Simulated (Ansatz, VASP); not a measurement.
# HfC in VASP and in Ansatz

```
CELL_PARAMETERS angstrom
-0.04650 2.30175 2.30175
2.30175 -0.04650 2.30175
2.30175 2.30175 -0.04650
ATOMIC_POSITIONS crystal
Hf 0.50000 0.50000 0.50000
C 0.00000 0.00000 0.00000
```

Change from the starting cell: equal xy, yz and zx shear strains of -2 %, crystal datasets.

Alike in both runs: task electric field gradients; functional PBEsol; k mesh 15 × 15 × 15; occupations fermi-dirac, width 0.05 eV; no spin polarisation.

```csv
,VASP,Ansatz
version,VASP 6.6.1,Ansatz 0.2.0
potentials or method,"VASP PAW PBE potentials, release 64 (Hf_pv, C), cutoff 520 eV","all-electron PAW with datasets made for the crystal, scalar-relativistic"
```

```tsv
	VASP	Ansatz	Ansatz less VASP
pressure (GPa)	-6.9	-6.4	+0.49
traceless stress, the component that is largest in VASP (GPa)	3.22	3.21	-0.003
size of Vzz on the site where it differs most (V/Å²)	5.0	6.4	+1.49
```

VASP's potentials were made for PBE, not for PBEsol. Ansatz ran all-electron here, and VASP with PAW potentials.

Neither program's run includes spin-orbit coupling.
